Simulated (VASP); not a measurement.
# SnTe (I4/mmm) in VASP: further runs

Runs on SnTe. Level: PBE. Tasks: single point.

Program: VASP 6.6.1. These are calculated values, not measurements. Logs are shortened: lines on timing, memory, paths and dates and some standing lists are left out, and cuts for length are marked.

### Step 1. The cell of the first run

The structure is tetragonal, space group I4/mmm (No. 139). The conventional cell has a = 4.330 Å, b = 4.330 Å, c = 6.408 Å, α = 90.00°, β = 90.00°, γ = 90.00°. Within 4.0 Å of Sn (site symmetry 4/mmm) lie 6 Te at 3.06 to 3.20 Å. Te (site symmetry 4/mmm) has 6 Sn at 3.06 to 3.20 Å within 4.0 Å.

### Step 2. Single point, PBE (strain -0.030 along x and y, +0.015 along z)

File INCAR:

```
PREC = Accurate
ENCUT = 520
EDIFF = 1E-7
ISMEAR = 0
SIGMA = 0.03
LREAL = False
LASPH = True
NELM = 60
ALGO = Normal
ISIF = 2
LWAVE = False
LCHARG = False
GGA = PE
NBANDS = 17
```

File KPOINTS:

```
Automatic mesh
0
Gamma
  10 10 10
```

File POSCAR:

```
SnTe
1.0
    0.0000000000      3.0618050000      3.2038475000
    3.0618050000      0.0000000000      3.2038475000
    3.0618050000      3.0618050000      0.0000000000
Sn Te
1 1
Direct
    0.0000000000      0.0000000000      0.0000000000
    0.5000000000      0.5000000000      0.5000000000
```

Potentials or basis: VASP PAW PBE potentials, release 64 (Sn_d, Te).

Run with:

```sh
cat potpaw_PBE.64/Sn_d/POTCAR potpaw_PBE.64/Te/POTCAR > POTCAR
mpirun -np 1 vasp_std > vasp.out
```

OUTCAR:

```text
PREC = Accurate
   ENCUT = 520
   EDIFF = 1E-7
   ISMEAR = 0
   LREAL = False
   LASPH = True
   NELM = 60
   ISIF = 2
   GGA = PE

 ion  position               nearest neighbor table
   1  0.000  0.000  0.000-   2 3.06   2 3.06   2 3.06   2 3.06   2 3.20   2 3.20
   2  0.500  0.500  0.500-   1 3.06   1 3.06   1 3.06   1 3.06   1 3.20   1 3.20

  LATTYP: Found a body centered tetragonal cell.
 ALAT       =     4.3300461563
 C/A-ratio  =     1.4798214081

  Lattice vectors:

 A1 = (  -3.0618050000,   0.0000000000,   3.2038475000)
 A2 = (   3.0618050000,   0.0000000000,   3.2038475000)
 A3 = (   0.0000000000,   3.0618050000,  -3.2038475000)

Analysis of symmetry for initial positions (statically):
=====================================================================
 Subroutine PRICEL returns:
 Original cell was already a primitive cell.

 Routine SETGRP: Setting up the symmetry group for a
 body centered tetragonal supercell.

 Subroutine GETGRP returns: Found 16 space group operations
 (whereof 16 operations were pure point group operations)
 out of a pool of 16 trial point group operations.

The static configuration has the point symmetry D_4h.

Analysis of symmetry for dynamics (positions and initial velocities):
=====================================================================
 Subroutine PRICEL returns:
 Original cell was already a primitive cell.

 Routine SETGRP: Setting up the symmetry group for a
 body centered tetragonal supercell.

 Subroutine GETGRP returns: Found 16 space group operations
 (whereof 16 operations were pure point group operations)
 out of a pool of 16 trial point group operations.

The dynamic configuration has the point symmetry D_4h.

 Subroutine INISYM returns: Found 16 space group operations
 (whereof 16 operations are pure point group operations),
 and found     1 'primitive' translations

----------------------------------------------------------------------------------------

                                     Primitive cell

  volume of cell :      60.0699

  direct lattice vectors                    reciprocal lattice vectors
     0.000000000  3.061805000  3.203847500    -0.163302366  0.163302366  0.156062359
     3.061805000  0.000000000  3.203847500     0.163302366 -0.163302366  0.156062359
     3.061805000  3.061805000  0.000000000     0.163302366  0.163302366 -0.156062359

  length of vectors
     4.431623705  4.431623705  4.330046156     0.278730668  0.278730668  0.278730668

  position of ions in fractional coordinates (direct lattice)
     0.000000000  0.000000000  0.000000000
     0.500000000  0.500000000  0.500000000

  ion indices of the primitive-cell ions
   primitive index   ion index
                 1           1
                 2           2

----------------------------------------------------------------------------------------

 KPOINTS: Automatic mesh

Automatic generation of k-mesh.
 Grid dimensions read from file:
 generate k-points for:   10   10   10

 Generating k-lattice:

  Cartesian coordinates                     Fractional coordinates (reciprocal lattice)
    -0.016330237  0.016330237  0.015606236     0.100000000  0.000000000  0.000000000
     0.016330237 -0.016330237  0.015606236     0.000000000  0.100000000  0.000000000
     0.016330237  0.016330237 -0.015606236     0.000000000  0.000000000  0.100000000

  Length of vectors
     0.027873067  0.027873067  0.027873067

  Shift w.r.t. Gamma in fractional coordinates (k-lattice)
     0.000000000  0.000000000  0.000000000

 Subroutine IBZKPT returns following result:
 ===========================================

 Found    102 irreducible k-points:

 Following reciprocal coordinates:
            Coordinates               Weight
  0.000000  0.000000  0.000000      1.000000
  0.100000 -0.000000  0.000000      8.000000
  0.200000 -0.000000  0.000000      8.000000
  0.300000 -0.000000  0.000000      8.000000
  0.400000  0.000000  0.000000      8.000000
  0.500000 -0.000000  0.000000      4.000000
[... 16 lines left out ...]
  0.300000  0.300000  0.000000      2.000000
  0.400000  0.300000  0.000000      8.000000
 [... further k-points ...]
   k-points           NKPTS =    102   k-points in BZ     NKDIM =    102   number of bands    NBANDS=     17
   number of dos      NEDOS =    301   number of ions     NIONS =      2
   total plane-waves  NPLWV =  41472
   dimension x,y,z NGX =    36 NGY =   36 NGZ =   32
   dimension x,y,z NGXF=    72 NGYF=   72 NGZF=   64
   ions per type =               1   1
   NGX,Y,Z   is equivalent  to a cutoff of  13.50, 13.50, 12.29 a.u.
   NGXF,Y,Z  is equivalent  to a cutoff of  27.01, 27.01, 24.57 a.u.
 SYSTEM =  unknown system
   PREC   = accura    normal or accurate (medium, high low for compatibility)
   ISTART =      0    job   : 0-new  1-cont  2-samecut
   ICHARG =      2    charge: 1-file 2-atom 10-const
   ISPIN  =      1    spin polarized calculation?
   LNONCOLLINEAR =      F non collinear calculations
   LSORBIT =      F    spin-orbit coupling
   LASPH  =      T    aspherical Exc in radial PAW
   ENCUT  =  520.0 eV  38.22 Ry    6.18 a.u.   8.24  8.24  8.05*2*pi/ulx,y,z
   NELM   =     60;   NELMIN=  2; NELMDL= -5     # of ELM steps
   EDIFF  = 0.1E-06   stopping-criterion for ELM
   LREAL  =      F    real-space projection
   EDIFFG = 0.1E-05   stopping-criterion for IOM
   NSW    =      0    number of steps for IOM
   IBRION =     -1    ionic relax: 0-MD 1-quasi-New 2-CG
   NFREE  =      0    steps in history (QN), initial steepest desc. (CG)
   ISIF   =      2    stress and relaxation
   ISYM   =      2    0-nonsym 1-usesym 2-fastsym
   POTIM  = 0.5000    time-step for ionic-motion
   TEBEG  =    0.0;   TEEND  =   0.0 temperature during run
   PSTRESS=    0.0 pullay stress
   NELECT =      20.0000    total number of electrons
   NUPDOWN=      -1.0000    fix difference up-down
   EMIN   =  10.00;   EMAX   =-10.00  energy-range for DOS
   EFERMI =   0.00;   METHOD = LEGACY
   ISMEAR =     0;   SIGMA  =   0.03  broadening in eV -4-tet -1-fermi 0-gaus
   EFERMI_NEDOS =   21; number of points for ismear=-14 and -15
   IALGO  =     38    algorithm
   IMIX   =      4    mixing-type and parameters
     AMIX     =   0.40;   BMIX     =  1.00
     AMIX_MAG =   1.60;   BMIX_MAG =  1.00
  volume/ion in A,a.u.               =      30.03       202.69
  Fermi-wavevector in a.u.,A,eV,Ry     =   1.134660  2.144197 17.516876  1.287454
  Thomas-Fermi vector in A             =   2.271364
   LORBIT       =      0    0 simple, 1 ext, 2 COOP (PROOUT), +10 PAW based schemes
   GGA     = PE    functional components
   LHFCALC =     F    Hartree Fock is set to
   AEXX    =    0.0000 exact exchange contribution
   IVDW    =     0    specifies the selected vdW correction
   LEPSILON=     F    determine dielectric tensor
   LRPA    =     F    only Hartree local field effects (RPA)
 non-spin polarized calculation
 Gauss-broadening in eV      SIGMA  =   0.03
  energy-cutoff  :      520.00
  volume of cell :       60.07
 maximum number of plane-waves:      1638
 NGX is ok and might be reduce to    36
   NGX = 17   NGY = 17   NGZ = 17

 number of electron      20.0000002 magnetization

 Free energy of the ion-electron system (eV)
  ---------------------------------------------------
  ext. energy  EPLUGINS =         0.00000000
  ---------------------------------------------------
  free energy    TOTEN  =        -7.45108394 eV

  energy without entropy =       -7.45108393  energy(sigma->0) =       -7.45108393

 E-fermi :   7.5393     XC(G=0):  -9.6749

 val. band max:        7.4463006308   @ k =  -0.2000   0.2000   0.0000
 cond. band min:       7.6353722818   @ k =  -0.4000   0.1000   0.2000
 fundamental gap:      0.1890716510
 Fermi energy:         7.5392594800

 k-point     1 :       0.0000    0.0000    0.0000
  band No.  band energies     occupation
      1     -14.4536      2.00000
      2     -14.4408      2.00000
      3     -14.4408      2.00000
      4     -14.4387      2.00000
      5     -14.4298      2.00000
      6      -5.6475      2.00000
[... 9 lines left out ...]
     16      12.2736      0.00000
     17      13.8304      0.00000

 k-point     2 :       0.1000   -0.0000    0.0000
  band No.  band energies     occupation
      1     -14.4538      2.00000
      2     -14.4406      2.00000
      3     -14.4405      2.00000
      4     -14.4392      2.00000
      5     -14.4291      2.00000
      6      -5.5576      2.00000
[... 9 lines left out ...]
     16      12.4756      0.00000
     17      14.4538      0.00000

 k-point     3 :       0.2000   -0.0000    0.0000
  band No.  band energies     occupation
      1     -14.4546      2.00000
      2     -14.4422      2.00000
      3     -14.4400      2.00000
      4     -14.4378      2.00000
      5     -14.4273      2.00000
      6      -5.2966      2.00000
[... 9 lines left out ...]
     16      13.0353      0.00000
     17      15.8463      0.00000

 k-point     4 :       0.3000   -0.0000    0.0000
  band No.  band energies     occupation
      1     -14.4559      2.00000
      2     -14.4449      2.00000
      3     -14.4393      2.00000
      4     -14.4355      2.00000
      5     -14.4247      2.00000
      6      -4.9005      2.00000
[... 9 lines left out ...]
     16      13.9311      0.00000
     17      17.5114      0.00000
[... 343 lines left out ...]
      1     -14.4551      2.00000
      2     -14.4457      2.00000
      3     -14.4400      2.00000
      4     -14.4366      2.00000
      5     -14.4223      2.00000
      6      -4.7385      2.00000
[... 9 lines left out ...]
     16      14.9754      0.00000
     17      16.0469      0.00000

 k-point    23 :       0.3000    0.3000    0.0000
  band No.  band energies     occupation
      1     -14.4655      2.00000
      2     -14.4358      2.00000
      3     -14.4333      2.00000
      4     -14.4333      2.00000
      5     -14.4324      2.00000
      6      -4.7702      2.00000
[... 9 lines left out ...]
     16      15.8667      0.00000
     17      15.8667      0.00000

 k-point    24 :       0.4000    0.3000    0.0000
  band No.  band energies     occupation
      1     -14.4674      2.00000
      2     -14.4365      2.00000
      3     -14.4326      2.00000
      4     -14.4316      2.00000
      5     -14.4314      2.00000
      6      -4.4844      2.00000
[... 9 lines left out ...]
     16      16.7214      0.00000
     17      16.9756      0.00000

 [... further k-points ...]
[... 5 lines left out ...]
  --------------------------------------------------------------------------------------
  -------------------------------------------------------------------------------------
  Total        2.6418723      2.6418723      0.1233809      0.0000000      0.0000000      0.0000000
  in kB       70.4637119     70.4637119      3.2908015      0.0000000      0.0000000      0.0000000
  external PRESSURE =      48.0727417 kB  Pullay stress =       0.0000000 kB

 VOLUME and BASIS-vectors are now :
 -----------------------------------------------------------------------------
  energy-cutoff  :      520.00
  volume of cell :       60.07
      direct lattice vectors                 reciprocal lattice vectors
     0.000000000  3.061805000  3.203847500    -0.163302366  0.163302366  0.156062359
     3.061805000  0.000000000  3.203847500     0.163302366 -0.163302366  0.156062359
     3.061805000  3.061805000  0.000000000     0.163302366  0.163302366 -0.156062359

 POSITION                                       TOTAL-FORCE (eV/Angst)
 -----------------------------------------------------------------------------------
      0.00000      0.00000      0.00000         0.000000      0.000000     -0.000000
      3.06181      3.06181      3.20385        -0.000000     -0.000000      0.000000
 -----------------------------------------------------------------------------------
    total drift:                               -0.000000      0.000000      0.000000

  FREE ENERGIE OF THE ION-ELECTRON SYSTEM (eV)
  ---------------------------------------------------
  free  energy   TOTEN  =        -7.4510839379 eV

  energy  without entropy=       -7.4510839286  energy(sigma->0) =       -7.45108393
```

Run time: 51 s. Hardware: 1 thread of Intel Xeon 6975P-C (Granite Rapids), shared host; peak memory 0.26 GiB.

What came out:

* Free energy: -7.4511 eV
* Pressure: 4.8 GPa
* Band gap on the k mesh: 0.19 eV, indirect (least direct gap 0.37 eV)

Stress tensor (GPa, compression positive):
```
7.05 0.00 0.00
0.00 7.05 0.00
0.00 0.00 0.33
```

Levels at points of the mesh, in eV from the valence-band top:
```csv
k point,band 8,band 9,band 10,band 11,band 12,band 13
"(0.00, 0.00, 0.00)",-2.39,-2.39,-1.90,2.74,3.86,3.86
"(0.50, 0.00, 0.00)",-1.96,-1.81,-0.09,0.28,0.36,0.43
"(0.50, 0.50, 0.00)",-5.79,-3.84,-3.84,2.13,5.31,5.31
"(0.50, 0.00, 0.50)",-5.88,-4.22,-3.69,2.01,4.50,5.73
```

Caveat: the cell differs from its parent crystal (strain -0.030 along x and y, +0.015 along z); spin-orbit coupling is left out, which moves the levels of the heavy elements. A k mesh can miss the band edges.

### Step 3. Single point, PBE (strain -0.015 along x and y, +0.000 along z)

File INCAR:

```
ALGO = Normal
EDIFF = 1E-6
ENCUT = 520
GGA = PE
ISIF = 2
ISMEAR = 0
LASPH = T
LCHARG = F
LREAL = F
LWAVE = F
NBANDS = 17
NELM = 100
PREC = Accurate
SIGMA = 0.03
```

File KPOINTS:

```
k-points
0
Gamma
  10 10 10
```

File POSCAR:

```
SnTe
1.0
    0.0000000000      3.1091525000      3.1565000000
    3.1091525000      0.0000000000      3.1565000000
    3.1091525000      3.1091525000      0.0000000000
Sn Te
1 1
Direct
    0.0000000000      0.0000000000      0.0000000000
    0.5000000000      0.5000000000      0.5000000000
```

Potentials or basis: VASP PAW PBE potentials, release 64 (Sn_d, Te).

Run with:

```sh
cat potpaw_PBE.64/Sn_d/POTCAR potpaw_PBE.64/Te/POTCAR > POTCAR
mpirun -np 1 vasp_std > vasp.out
```

Wall time 53 s (1 thread of Intel Xeon 6975P-C (Granite Rapids), shared host); peak memory 0.27 GiB.

It converged, with:

| Property | Result |
| --- | --- |
| Free energy | -7.5101 eV |
| Pressure | 3.6 GPa |
| Band gap on the k mesh | 0.19 eV, direct |

Stress tensor (GPa, compression positive):
```
4.31 0.00 0.00
0.00 4.31 0.00
0.00 0.00 2.11
```

Levels at points of the mesh, in eV from the valence-band top:
| k point | band 7 | band 8 | band 9 | band 10 | band 11 | band 12 | band 13 | band 14 |
| --- | --- | --- | --- | --- | --- | --- | --- | --- |
| (0.00, 0.00, 0.00) | -4.56 | -2.25 | -2.25 | -2.09 | 3.17 | 3.55 | 3.55 | 4.65 |
| (0.50, 0.00, 0.00) | -8.46 | -1.88 | -1.83 | 0.00 | 0.19 | 0.32 | 0.38 | 7.86 |
| (0.50, 0.50, 0.00) | -6.40 | -5.72 | -3.83 | -3.83 | 2.12 | 5.11 | 5.11 | 6.44 |
| (0.50, 0.00, 0.50) | -6.51 | -5.75 | -3.95 | -3.78 | 2.08 | 4.84 | 5.25 | 6.68 |

Caveat: the cell differs from its parent crystal (strain -0.015 along x and y, +0.000 along z); spin-orbit coupling is left out, which moves the levels of the heavy elements. A k mesh can miss the band edges.

### Step 4. Single point, PBE (strain +0.000 along x and y, -0.015 along z)

File INCAR:

```
PREC = Accurate
ENCUT = 520
EDIFF = 1E-6
ISMEAR = 0
SIGMA = 0.03
LREAL = F
LASPH = T
NELM = 80
ALGO = Normal
ISIF = 2
LWAVE = F
LCHARG = T
GGA = PE
LELF = T
LVHAR = T
NBANDS = 17
```

File KPOINTS:

```
regular mesh
0
Gamma
  10 10 10
```

File POSCAR:

```
SnTe
1.0
    0.0000000000      3.1565000000      3.1091525000
    3.1565000000      0.0000000000      3.1091525000
    3.1565000000      3.1565000000      0.0000000000
Sn Te
1 1
Direct
    0.0000000000      0.0000000000      0.0000000000
    0.5000000000      0.5000000000      0.5000000000
```

Run with:

```sh
cat potpaw_PBE.64/Sn_d/POTCAR potpaw_PBE.64/Te/POTCAR > POTCAR
mpirun -np 1 vasp_std > vasp.out
```

It took 54 s on 1 thread of Intel Xeon 6975P-C (Granite Rapids), shared host; peak memory 0.26 GiB.

The run converged. Its results:

```yaml
Free_energy: -7.5287 eV
Pressure: 2.7 GPa
Band_gap_on_the_k_mesh: 0.14 eV, direct
```

Stress tensor (GPa, compression positive):
```
2.01 0.00 0.00
0.00 2.01 0.00
0.00 0.00 4.21
```

Levels at points of the mesh, in eV from the valence-band top:
```
           k point  band 6  band 7  band 8  band 9  band 10  band 11  band 12  band 13  band 14  band 15
(0.00, 0.00, 0.00)  -12.88   -4.63   -2.28   -2.11    -2.11     3.25     3.25     3.63     4.70     4.70
(0.50, 0.00, 0.00)  -11.57   -8.39   -1.85   -1.81     0.00     0.14     0.32     0.40     7.81     8.74
(0.50, 0.50, 0.00)  -11.20   -6.54   -5.67   -3.82    -3.82     2.11     4.94     4.94     6.64     9.02
(0.50, 0.00, 0.50)  -11.29   -6.44   -5.64   -3.86    -3.69     2.15     4.80     5.21     6.39     9.01
```

Caveat: the cell differs from its parent crystal (strain +0.000 along x and y, -0.015 along z); spin-orbit coupling is left out, which moves the levels of the heavy elements. A k mesh can miss the band edges.

### Step 5. The runs side by side

| cell | gap on the mesh (eV) | pressure (GPa) |
| --- | --- | --- |
| a = 4.432, b = 4.432, c = 4.330 Å, angles 60.8, 60.8, 58.5°, 2 atoms | 0.19 | 4.8 |
| a = 4.431, b = 4.431, c = 4.397 Å, angles 60.3, 60.3, 59.5°, 2 atoms | 0.19 | 3.6 |
| a = 4.431, b = 4.431, c = 4.464 Å, angles 59.8, 59.8, 60.5°, 2 atoms | 0.14 | 2.7 |

Alike in all rows: task single point; level PBE; potentials or basis VASP PAW PBE potentials, release 64 (Sn_d, Te); no spin polarisation; k mesh 10 × 10 × 10; cutoff (eV) 520; smearing gaussian 0.03 eV.

Caveats: spin-orbit coupling is left out, which moves the levels of the heavy elements.

Absolute energies hang on the potentials; compare differences alone.
